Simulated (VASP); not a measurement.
# GaN (lda) (F-43m) in VASP: notebook

Runs on GaN (lda). Level: LDA. Tasks: single point.

Program: VASP 6.6.1. These are calculated values, not measurements. Logs are shortened: lines on timing, memory, paths and dates and some standing lists are left out, and cuts for length are marked.

## (1) The cell of the first run

The structure is cubic, space group F-43m (No. 216). The conventional cell has a = 4.500 Å, b = 4.500 Å, c = 4.500 Å, α = 90.00°, β = 90.00°, γ = 90.00°. Within 2.6 Å of Ga (site symmetry -43m) lie 4 N at 1.95 Å. N (site symmetry -43m) has 4 Ga at 1.95 Å within 2.6 Å.

## (2) Single point, LDA

File INCAR:

```
PREC = Accurate
ENCUT = 600
EDIFF = 1E-6
ISMEAR = 0
SIGMA = 0.1
LREAL = False
LASPH = True
NELM = 120
ALGO = Normal
ISIF = 2
LWAVE = False
LCHARG = False
GGA = CA
NBANDS = 16
GGA_COMPAT = False
```

File KPOINTS:

```
Automatic mesh
0
Gamma
  8 8 8
```

File POSCAR:

```
GaN
1.0
    0.0000000000      2.2500000000      2.2500000000
    2.2500000000      0.0000000000      2.2500000000
    2.2500000000      2.2500000000      0.0000000000
Ga N
1 1
Direct
    0.0000000000      0.0000000000      0.0000000000
    0.2500000000      0.2500000000      0.2500000000
```

Potentials or basis: VASP PAW LDA potentials, release 64 (Ga_d, N).

On the command line:

```bash
$ cat potpaw_LDA.64/Ga_d/POTCAR potpaw_LDA.64/N/POTCAR > POTCAR
$ mpirun -np 1 vasp_std > vasp.out
```

OUTCAR:

```text
PREC = Accurate
   ENCUT = 600
   EDIFF = 1E-6
   ISMEAR = 0
   LREAL = False
   LASPH = True
   NELM = 120
   ISIF = 2
   GGA = CA

 ion  position               nearest neighbor table
   1  0.000  0.000  0.000-   2 1.95   2 1.95   2 1.95   2 1.95
   2  0.250  0.250  0.250-   1 1.95   1 1.95   1 1.95   1 1.95

  LATTYP: Found a face centered cubic cell.
 ALAT       =     4.5000000000

  Lattice vectors:

 A1 = (   0.0000000000,   2.2500000000,   2.2500000000)
 A2 = (   2.2500000000,   0.0000000000,   2.2500000000)
 A3 = (   2.2500000000,   2.2500000000,   0.0000000000)

Analysis of symmetry for initial positions (statically):
=====================================================================
 Subroutine PRICEL returns:
 Original cell was already a primitive cell.

 Routine SETGRP: Setting up the symmetry group for a
 face centered cubic supercell.

 Subroutine GETGRP returns: Found 24 space group operations
 (whereof 24 operations were pure point group operations)
 out of a pool of 48 trial point group operations.

The static configuration has the point symmetry T_d .

Analysis of symmetry for dynamics (positions and initial velocities):
=====================================================================
 Subroutine PRICEL returns:
 Original cell was already a primitive cell.

 Routine SETGRP: Setting up the symmetry group for a
 face centered cubic supercell.

 Subroutine GETGRP returns: Found 24 space group operations
 (whereof 24 operations were pure point group operations)
 out of a pool of 48 trial point group operations.

The dynamic configuration has the point symmetry T_d .

 Subroutine INISYM returns: Found 24 space group operations
 (whereof 24 operations are pure point group operations),
 and found     1 'primitive' translations

----------------------------------------------------------------------------------------

                                     Primitive cell

  volume of cell :      22.7812

  direct lattice vectors                    reciprocal lattice vectors
     0.000000000  2.250000000  2.250000000    -0.222222222  0.222222222  0.222222222
     2.250000000  0.000000000  2.250000000     0.222222222 -0.222222222  0.222222222
     2.250000000  2.250000000  0.000000000     0.222222222  0.222222222 -0.222222222

  length of vectors
     3.181980515  3.181980515  3.181980515     0.384900179  0.384900179  0.384900179

  position of ions in fractional coordinates (direct lattice)
     0.000000000  0.000000000  0.000000000
     0.250000000  0.250000000  0.250000000
[... 72 lines left out ...]
   LNONCOLLINEAR =      F non collinear calculations
   LSORBIT =      F    spin-orbit coupling
   LASPH  =      T    aspherical Exc in radial PAW
   ENCUT  =  600.0 eV  44.10 Ry    6.64 a.u.   6.36  6.36  6.36*2*pi/ulx,y,z
   NELM   =    120;   NELMIN=  2; NELMDL= -5     # of ELM steps
   EDIFF  = 0.1E-05   stopping-criterion for ELM
   LREAL  =      F    real-space projection
   EDIFFG = 0.1E-04   stopping-criterion for IOM
   NSW    =      0    number of steps for IOM
   IBRION =     -1    ionic relax: 0-MD 1-quasi-New 2-CG
   NFREE  =      0    steps in history (QN), initial steepest desc. (CG)
   ISIF   =      2    stress and relaxation
   ISYM   =      2    0-nonsym 1-usesym 2-fastsym
   POTIM  = 0.5000    time-step for ionic-motion
   TEBEG  =    0.0;   TEEND  =   0.0 temperature during run
   PSTRESS=    0.0 pullay stress
   NELECT =      18.0000    total number of electrons
   NUPDOWN=      -1.0000    fix difference up-down
   EMIN   =  10.00;   EMAX   =-10.00  energy-range for DOS
   EFERMI =   0.00;   METHOD = LEGACY
   ISMEAR =     0;   SIGMA  =   0.10  broadening in eV -4-tet -1-fermi 0-gaus
   EFERMI_NEDOS =   21; number of points for ismear=-14 and -15
   IALGO  =     38    algorithm
   IMIX   =      4    mixing-type and parameters
     AMIX     =   0.40;   BMIX     =  1.00
     AMIX_MAG =   1.60;   BMIX_MAG =  1.00
  volume/ion in A,a.u.               =      11.39        76.87
  Fermi-wavevector in a.u.,A,eV,Ry     =   1.513468  2.860039 31.165293  2.290584
  Thomas-Fermi vector in A             =   2.623255
   LORBIT       =      0    0 simple, 1 ext, 2 COOP (PROOUT), +10 PAW based schemes
   GGA     = CA    functional components
   LHFCALC =     F    Hartree Fock is set to
   AEXX    =    0.0000 exact exchange contribution
   IVDW    =     0    specifies the selected vdW correction
   LEPSILON=     F    determine dielectric tensor
   LRPA    =     F    only Hartree local field effects (RPA)
 non-spin polarized calculation
 Gauss-broadening in eV      SIGMA  =   0.10
  energy-cutoff  :      600.00
  volume of cell :       22.78
 maximum number of plane-waves:       778
 NGX is ok and might be reduce to    28
   NGX = 13   NGY = 13   NGZ = 13

 number of electron      18.0000005 magnetization

 Free energy of the ion-electron system (eV)
  ---------------------------------------------------
  ext. energy  EPLUGINS =         0.00000000
  ---------------------------------------------------
  free energy    TOTEN  =       -13.93620947 eV

  energy without entropy =      -13.93620947  energy(sigma->0) =      -13.93620947

 E-fermi :   5.6237     XC(G=0): -12.1431

 val. band max:        5.0825318501   @ k =   0.0000   0.0000   0.0000
 cond. band min:       6.8601615065   @ k =   0.0000   0.0000   0.0000
 fundamental gap:      1.7776296564
 Fermi energy:         5.6236882839

 k-point     1 :       0.0000    0.0000    0.0000
  band No.  band energies     occupation
      1     -10.7611      2.00000
      2      -8.4759      2.00000
      3      -8.4759      2.00000
      4      -8.4759      2.00000
      5      -8.1532      2.00000
      6      -8.1532      2.00000
[... 433 lines left out ...]
      3      -8.3080      2.00000
      4      -8.1741      2.00000
      5      -8.1197      2.00000
      6      -6.4324      2.00000
[... 8 lines left out ...]
     15      23.7646      0.00000
     16      26.0305      0.00000

 [... further k-points ...]
[... 5 lines left out ...]
  --------------------------------------------------------------------------------------
  -------------------------------------------------------------------------------------
  Total       -0.6770415     -0.6770415     -0.6770415     -0.0000000     -0.0000000      0.0000000
  in kB      -47.6154958    -47.6154958    -47.6154958     -0.0000000     -0.0000000      0.0000000
  external PRESSURE =     -47.6154958 kB  Pullay stress =       0.0000000 kB

 VOLUME and BASIS-vectors are now :
 -----------------------------------------------------------------------------
  energy-cutoff  :      600.00
  volume of cell :       22.78
      direct lattice vectors                 reciprocal lattice vectors
     0.000000000  2.250000000  2.250000000    -0.222222222  0.222222222  0.222222222
     2.250000000  0.000000000  2.250000000     0.222222222 -0.222222222  0.222222222
     2.250000000  2.250000000  0.000000000     0.222222222  0.222222222 -0.222222222

 POSITION                                       TOTAL-FORCE (eV/Angst)
 -----------------------------------------------------------------------------------
      0.00000      0.00000      0.00000        -0.000000     -0.000000      0.000000
      1.12500      1.12500      1.12500         0.000000      0.000000     -0.000000
 -----------------------------------------------------------------------------------
    total drift:                                0.000000      0.000000      0.000000

  FREE ENERGIE OF THE ION-ELECTRON SYSTEM (eV)
  ---------------------------------------------------
  free  energy   TOTEN  =       -13.9362094662 eV

  energy  without entropy=      -13.9362094662  energy(sigma->0) =      -13.93620947
```

OSZICAR:

```text
N       E                     dE             d eps       ncg     rms          rms(c)
DAV:   1     0.887842524319E+02    0.88784E+02   -0.10229E+04  1024   0.215E+03
DAV:   2    -0.984722175571E+01   -0.98631E+02   -0.90098E+02  1096   0.354E+02
DAV:   3    -0.158852433258E+02   -0.60380E+01   -0.60138E+01  1024   0.725E+01
DAV:   4    -0.159557426576E+02   -0.70499E-01   -0.70490E-01  1232   0.831E+00
DAV:   5    -0.159565947000E+02   -0.85204E-03   -0.85204E-03  1016   0.856E-01    0.749E+00
DAV:   6    -0.139945992006E+02    0.19620E+01   -0.49719E+00  1392   0.404E+01    0.266E+00
DAV:   7    -0.139641492482E+02    0.30450E-01   -0.24810E-01  1024   0.617E+00    0.167E+00
DAV:   8    -0.139396361402E+02    0.24513E-01   -0.73996E-02  1136   0.274E+00    0.728E-01
DAV:   9    -0.139361385358E+02    0.34976E-02   -0.10716E-02  1232   0.211E+00    0.229E-01
DAV:  10    -0.139362935791E+02   -0.15504E-03   -0.13104E-03  1200   0.449E-01    0.106E-01
DAV:  11    -0.139362075950E+02    0.85984E-04   -0.23762E-04  1376   0.280E-01    0.224E-02
DAV:  12    -0.139362096159E+02   -0.20208E-05   -0.16740E-05  1088   0.398E-02    0.656E-03
DAV:  13    -0.139362094662E+02    0.14970E-06   -0.52344E-07   680   0.143E-02
   1 F= -.13936209E+02 E0= -.13936209E+02  d E =-.632327E-16
```

stdout:

```text
POSCAR found type information on POSCAR GaN
 POSCAR found :  2 types and       2 ions
 scaLAPACK will be used
 LDA part: xc-table for (Slater(with rela. corr.)+CA(PZ))
 , standard interpolation
 POSCAR, INCAR and KPOINTS ok, starting setup
 FFT: planning ... GRIDC
 FFT: planning ... GRID_SOFT
 FFT: planning ... GRID
 WAVECAR not read
 entering main loop
```

Wall time 26 s (1 thread of Intel Xeon 8259CL, shared host); peak memory 0.15 GiB.

What came out:

* Free energy: -13.9362 eV
* Pressure: -4.8 GPa
* Band gap on the k mesh: 1.78 eV, direct

Levels at points of the mesh, in eV from the valence-band top:
```csv
k point,band 5,band 6,band 7,band 8,band 9,band 10,band 11,band 12,band 13,band 14
"(0.00, 0.00, 0.00)",-13.24,-13.24,0.00,0.00,0.00,1.78,10.14,10.14,10.14,17.37
"(0.50, 0.00, 0.00)",-13.19,-11.85,-7.15,-0.99,-0.99,4.57,8.62,10.23,10.23,15.43
"(0.50, 0.50, 0.00)",-13.16,-11.37,-6.22,-2.75,-2.75,3.25,6.51,11.54,13.80,13.80
```

## (3) Single point, LDA

This run uses another cell than the first one, of 11.06 Å³/atom, 0.971 times its volume.

File INCAR:

```
SYSTEM = GaN
PREC = Accurate
ENCUT = 600
EDIFF = 1E-6
ISMEAR = 0
SIGMA = 0.02
LREAL = .False.
LASPH = .True.
NELM = 120
ALGO = Normal
ISIF = 2
LWAVE = .False.
LCHARG = .False.
NBANDS = 16
GGA_COMPAT = .False.
```

File KPOINTS:

```
Automatic mesh
0
Gamma
  10 10 10
  0 0 0
```

File POSCAR:

```
GaN
1.0
    0.0000000000      2.2276997608      2.2276997608
    2.2276997608      0.0000000000      2.2276997608
    2.2276997608      2.2276997608      0.0000000000
Ga N
1 1
Direct
    0.0000000000      0.0000000000      0.0000000000
    0.2500000000      0.2500000000      0.2500000000
```

Potentials or basis: VASP PAW LDA potentials, release 64 (Ga_d, N).

On the command line:

```bash
$ cat potpaw_LDA.64/Ga_d/POTCAR potpaw_LDA.64/N/POTCAR > POTCAR
$ mpirun -np 1 vasp_std > vasp.out
```

It took 38 s on 1 thread of Intel Xeon 8259CL, shared host; peak memory 0.15 GiB.

Results (log left out):

- Free energy: -13.9441 eV
- Pressure: 1.0 GPa
- Band gap on the k mesh: 1.97 eV, direct

Levels at points of the mesh, in eV from the valence-band top:
| k point | band 6 | band 7 | band 8 | band 9 | band 10 | band 11 | band 12 | band 13 |
| --- | --- | --- | --- | --- | --- | --- | --- | --- |
| (0.00, 0.00, 0.00) | -13.24 | 0.00 | 0.00 | 0.00 | 1.97 | 10.33 | 10.33 | 10.33 |
| (0.50, 0.00, 0.00) | -11.86 | -7.35 | -1.02 | -1.02 | 4.78 | 8.77 | 10.38 | 10.38 |
| (0.50, 0.50, 0.00) | -11.38 | -6.35 | -2.86 | -2.86 | 3.26 | 6.69 | 11.75 | 14.12 |

## (4) Single point, LDA

This run uses another cell than the first one, of 11.06 Å³/atom, 0.971 times its volume.

File INCAR:

```
PREC     = Accurate       # precision mode
ENCUT    = 600            # plane-wave cutoff, eV
EDIFF    = 1E-6           # SCF threshold, eV
ISMEAR   = 0              # smearing method
SIGMA    = 0.02           # smearing width, eV
LREAL    = False          # projectors in reciprocal space
LASPH    = True           # aspherical terms in the spheres
NELM     = 120            # most SCF steps
ALGO     = Normal         # electronic algorithm
ISIF     = 2              # what is computed and relaxed
LWAVE    = False          # write WAVECAR
LCHARG   = False          # write CHGCAR
GGA      = CA             # functional
NBANDS   = 16             # bands
GGA_COMPAT= False
```

File KPOINTS:

```
Automatic mesh
0
Gamma
  10 10 10
```

POSCAR is that of step 3.

On the command line:

```bash
$ cat potpaw_LDA.64/Ga_d/POTCAR potpaw_LDA.64/N/POTCAR > POTCAR
$ mpirun -np 1 vasp_std > vasp.out
```

Run time: 42 s. Hardware: 1 thread of Intel Xeon 8259CL, shared host; peak memory 0.15 GiB.

The run converged. Its results:

```
Free energy            : -13.9441 eV
Pressure               : 1.0 GPa
Band gap on the k mesh : 1.97 eV, direct
```

Levels at points of the mesh, in eV from the valence-band top:
| k point | band 7 | band 8 | band 9 | band 10 | band 11 | band 12 |
| --- | --- | --- | --- | --- | --- | --- |
| (0.00, 0.00, 0.00) | 0.00 | 0.00 | 0.00 | 1.97 | 10.33 | 10.33 |
| (0.50, 0.00, 0.00) | -7.35 | -1.02 | -1.02 | 4.78 | 8.77 | 10.38 |
| (0.50, 0.50, 0.00) | -6.35 | -2.86 | -2.86 | 3.26 | 6.69 | 11.75 |
